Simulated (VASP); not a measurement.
# WS2 (R3m) in VASP: further runs, part 2 of 2

VASP 6.6.1. The steps go on from the part before.

## (5) Single point, PBEsol (biaxial strain in the a-b plane: -1.5 %, then relaxed in part)

The input, INCAR:

```
ALGO = Normal
EDIFF = 1E-6
ENCUT = 520
GGA = PS
ISIF = 2
ISMEAR = 0
LASPH = True
LCHARG = False
LREAL = False
LWAVE = False
NBANDS = 49
NELM = 60
PREC = Accurate
SIGMA = 0.02
```

The input, KPOINTS:

```
k-points
0
Gamma
  12 12 2
```

The input, POSCAR:

```
WS2
1.0
    3.1000694126      0.0000000000      0.0000000000
   -1.5500347063      2.6847388648      0.0000000000
    0.0000000000      0.0000000000     19.3297077354
W S
3 6
Direct
    0.6666666667      0.3333333333      0.3326618767
    0.3333333333      0.6666666667      0.6659952100
    0.0000000000      0.0000000000      0.9993285434
    0.3333333333      0.6666666667      0.2506833573
    0.6666666667      0.3333333333      0.0812880994
    0.0000000000      0.0000000000      0.5840166906
    0.3333333333      0.6666666667      0.4146214327
    0.6666666667      0.3333333333      0.9173500240
    0.0000000000      0.0000000000      0.7479547660
```

The run is started by

```
> cat potpaw_PBE.64/W_sv/POTCAR potpaw_PBE.64/S/POTCAR > POTCAR
> mpirun -np 1 vasp_std > vasp.out
```

Wall time 4.6 min (1 thread of Intel Xeon Platinum 8259CL at 2.50GHz (Skylake/Cascade Lake), shared host); peak memory 0.39 GiB.

It converged, with:

| Property | Result |
| --- | --- |
| Free energy | -75.7485 eV |
| Pressure | 3.2 GPa |
| Largest force | 0.022 eV/Å |
| Band gap on the k mesh | 1.25 eV |

Forces on the atoms (eV/Å):
```
W    0.000  0.000  0.000
W    0.000  0.000  0.000
W    0.000  0.000  0.000
S    0.000  0.000 -0.022
S    0.000  0.000  0.022
S    0.000  0.000 -0.022
S    0.000  0.000  0.022
S    0.000  0.000 -0.022
S    0.000  0.000  0.022
```

Stress tensor (GPa, compression positive):
```
4.70 0.00 0.00
0.00 4.70 0.00
0.00 0.00 0.14
```

Levels at points of the mesh, in eV from the valence-band top:
| k point | band 37 | band 38 | band 39 | band 40 | band 41 | band 42 |
| --- | --- | --- | --- | --- | --- | --- |
| (0.00, 0.00, 0.00) | -1.15 | -0.16 | -0.16 | 2.75 | 2.75 | 2.79 |
| (0.50, 0.00, 0.00) | -1.36 | -1.36 | -1.27 | 2.90 | 2.92 | 2.92 |
| (0.00, 0.00, 0.50) | -0.62 | -0.62 | 0.00 | 2.76 | 2.76 | 2.77 |
| (0.50, 0.00, 0.50) | -1.33 | -1.31 | -1.31 | 2.91 | 2.91 | 2.93 |

Caveat: the cell differs from its parent crystal (biaxial strain in the a-b plane: -1.5 %, then relaxed in part); the PAW data sets were made with another functional, which shifts forces and pressure a little; spin-orbit coupling is left out, which moves the levels of the heavy elements; this functional lacks dispersion, which binds the layers, so the pressure and a relaxed spacing across them are unreliable. A k mesh can miss the band edges.

## (6) Single point, PBEsol (biaxial strain in the a-b plane: -1.5 %)

The input, INCAR:

```
  PREC = Accurate
  ENCUT = 520
  EDIFF = 1E-6
  ISMEAR = 0
  SIGMA = 0.02
  LREAL = F
  LASPH = T
  NELM = 60
  ALGO = Normal
  ISIF = 2
  LWAVE = F
  LCHARG = F
  GGA = PS
  NBANDS = 49
```

The input, KPOINTS:

```
Automatic mesh
0
Gamma
  12 12 2
```

The input, POSCAR:

```
WS2
1.0
    3.1000694126      0.0000000000      0.0000000000
   -1.5500347063      2.6847388648      0.0000000000
    0.0000000000      0.0000000000     19.3273433824
W S
3 6
Direct
    0.6666666667      0.3333333333      0.3326615702
    0.3333333333      0.6666666667      0.6659949035
    0.0000000000      0.0000000000      0.9993282369
    0.3333333333      0.6666666667      0.2508537506
    0.6666666667      0.3333333333      0.0811180125
    0.0000000000      0.0000000000      0.5841870840
    0.3333333333      0.6666666667      0.4144513458
    0.6666666667      0.3333333333      0.9175204173
    0.0000000000      0.0000000000      0.7477846792
```

Potentials or basis: VASP PAW PBE potentials, release 64 (W_sv, S).

The run is started by

```
> cat potpaw_PBE.64/W_sv/POTCAR potpaw_PBE.64/S/POTCAR > POTCAR
> mpirun -np 1 vasp_std > vasp.out
```

It took 4.7 min on 1 thread of Intel Xeon Platinum 8259CL at 2.50GHz (Skylake/Cascade Lake), shared host; peak memory 0.39 GiB.

The run converged. Its results:

* Free energy: -75.7473 eV
* Pressure: 3.6 GPa
* Largest force: 0.095 eV/Å
* Band gap on the k mesh: 1.25 eV

Forces on the atoms (eV/Å):
```
W    0.000  0.000  0.000
W    0.000  0.000  0.000
W    0.000  0.000  0.000
S    0.000  0.000 -0.095
S    0.000  0.000  0.095
S    0.000  0.000 -0.095
S    0.000  0.000  0.095
S    0.000  0.000 -0.095
S    0.000  0.000  0.095
```

Stress tensor (GPa, compression positive):
```
4.95 0.00 0.00
0.00 4.95 0.00
0.00 0.00 0.82
```

Levels at points of the mesh, in eV from the valence-band top:
```csv
k point,band 35,band 36,band 37,band 38,band 39,band 40,band 41,band 42,band 43,band 44
"(0.00, 0.00, 0.00)",-1.78,-1.72,-1.15,-0.16,-0.16,2.74,2.74,2.78,2.78,2.78
"(0.50, 0.00, 0.00)",-1.40,-1.40,-1.38,-1.38,-1.28,2.88,2.90,2.90,3.08,3.08
"(0.00, 0.00, 0.50)",-1.78,-1.78,-0.62,-0.62,0.00,2.75,2.75,2.75,2.75,2.79
"(0.50, 0.00, 0.50)",-1.44,-1.44,-1.35,-1.32,-1.32,2.89,2.89,2.91,3.01,3.19
```

Caveat: the cell differs from its parent crystal (biaxial strain in the a-b plane: -1.5 %); the PAW data sets were made with another functional, which shifts forces and pressure a little; spin-orbit coupling is left out, which moves the levels of the heavy elements; this functional lacks dispersion, which binds the layers, so the pressure and a relaxed spacing across them are unreliable.

## (7) The runs side by side

```tsv
cell	gap on the mesh (eV)	pressure (GPa)	largest force (eV/Å)
a = 3.053, b = 3.053, c = 19.527 Å, angles 90.0, 90.0, 120.0°, 9 atoms	1.35	6.6	0.02
a = 3.147, b = 3.147, c = 19.730 Å, angles 90.0, 90.0, 120.0°, 9 atoms	1.31	-0.1	0.02
a = 3.147, b = 3.147, c = 20.017 Å, angles 90.0, 90.0, 120.0°, 9 atoms	1.38	-0.1	0.02
a = 3.100, b = 3.100, c = 19.330 Å, angles 90.0, 90.0, 120.0°, 9 atoms	1.25	3.2	0.02
a = 3.100, b = 3.100, c = 19.327 Å, angles 90.0, 90.0, 120.0°, 9 atoms	1.25	3.6	0.09
```

Alike in all rows: task single point; level PBEsol; potentials or basis VASP PAW PBE potentials, release 64 (W_sv, S); no spin polarisation; k mesh 12 × 12 × 2; cutoff (eV) 520; smearing gaussian 0.02 eV.

Caveats: the PAW data sets were made with another functional, which shifts forces and pressure a little; spin-orbit coupling is left out, which moves the levels of the heavy elements; this functional lacks dispersion, which binds the layers, so the pressure and a relaxed spacing across them are unreliable.

Total energies depend on the potentials used, so only differences within one code and one set of settings carry meaning.
